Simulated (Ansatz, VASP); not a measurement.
# One calculation of TaSi2, two programs

Contents of INCAR:

```
SYSTEM = TaSi2
PREC = Accurate
ENCUT = 520
EDIFF = 1E-6
ISMEAR = -1
SIGMA = 0.05
LREAL = .FALSE.
LASPH = .TRUE.
NELM = 60
ALGO = Normal
ISIF = 2
LWAVE = .FALSE.
LCHARG = .FALSE.
GGA = CA
NBANDS = 38
```

Contents of KPOINTS:

```
regular mesh
0
G
  7 7 4
  0 0 0
```

POSCAR

```
TaSi2
1.0
    4.7800000000      0.0000000000      0.0000000000
   -2.3900000000      4.1396014301      0.0000000000
    0.0000000000      0.0000000000      6.5640000000
Ta Si
3 6
Direct
    0.0000000000      0.5000000000      0.1666666667
    0.5000000000      0.5000000000      0.8333333333
    0.5000000000      0.0000000000      0.5000000000
    0.3333000000      0.1666500000      0.1666666667
    0.1666500000      0.8333500000      0.8333333333
    0.8333500000      0.6667000000      0.5000000000
    0.6667000000      0.8333500000      0.1666666667
    0.8333500000      0.1666500000      0.8333333333
    0.1666500000      0.3333000000      0.5000000000
```

File input.yaml:

```yaml
crystal:
  lattice:
    - [4.78, 0.0, 0.0]
    - [-2.39, 4.1396014301, 0.0]
    - [0.0, 0.0, 6.564]
  atoms:
    - { symbol: Ta, position: [0.0, 0.5, 0.1666666667] }
    - { symbol: Ta, position: [0.5, 0.5, 0.8333333333] }
    - { symbol: Ta, position: [0.5, 0.0, 0.5] }
    - { symbol: Si, position: [0.3333, 0.16665, 0.1666666667] }
    - { symbol: Si, position: [0.16665, 0.83335, 0.8333333333] }
    - { symbol: Si, position: [0.83335, 0.6667, 0.5] }
    - { symbol: Si, position: [0.6667, 0.83335, 0.1666666667] }
    - { symbol: Si, position: [0.83335, 0.16665, 0.8333333333] }
    - { symbol: Si, position: [0.16665, 0.3333, 0.5] }
hamiltonian:
  xc: lda
  pseudopotentials: { kind: paw }
kpoints:
  mp_grid: { grid: [7, 7, 4] }
  band_path:
    path:
      - [[0.0, 0.0, 0.0], [0.5, 0.0, 0.0], [0.3333333333, 0.3333333333, 0.0], [0.0, 0.0, 0.0], [0.0, 0.0, 0.5], [0.5, 0.0, 0.5], [0.3333333333, 0.3333333333, 0.5], [0.0, 0.0, 0.5]]
      - [[0.5, 0.0, 0.5], [0.5, 0.0, 0.0]]
      - [[0.3333333333, 0.3333333333, 0.0], [0.3333333333, 0.3333333333, 0.5]]
    npoints: 10
scf:
  occupations: { method: fermi_dirac, width: 0.05 }
  n_extra_bands: 22
output:
  forces: true
  stress: true
  eigenvalues: true
  fatbands: true
  write_density: true
  write_potential: true
  elf: true
  volumetric_format: npy
```

Alike in both runs: functional LDA; k mesh 7 × 7 × 4; occupations fermi-dirac, width 0.05 eV; no spin polarisation.

```csv
,VASP,Ansatz
version,VASP 6.6.1,Ansatz 0.2.0
potentials or method,"VASP PAW LDA potentials, release 64 (Ta_pv, Si)",Ansatz PAW
plane-wave cutoff (eV),520,420
valence electrons in the cell,57,63
task,single point,band structure
```

```tsv
	VASP	Ansatz	Ansatz less VASP
gap on the k mesh at the Fermi level (eV)	none	none	-
pressure (GPa)	-4.1	-4.7	-0.61
traceless stress, the component that is largest in VASP (GPa)	1.36	1.25	-0.112
rms of the force components (eV/Å)	0.334	0.329	-0.0045
```

LDA's correlation is that of Perdew and Zunger in VASP and of Perdew and Wang (1992) in Ansatz. Atom by atom the forces differ by 0.004 eV/Å (rms over components). A gap of «none» marks a metal or a gap that the smearing closes. VASP's potentials hold 57 valence electrons a cell and Ansatz's 63, so a difference there can come from the potentials and not from the codes.

Spin-orbit coupling is off throughout.
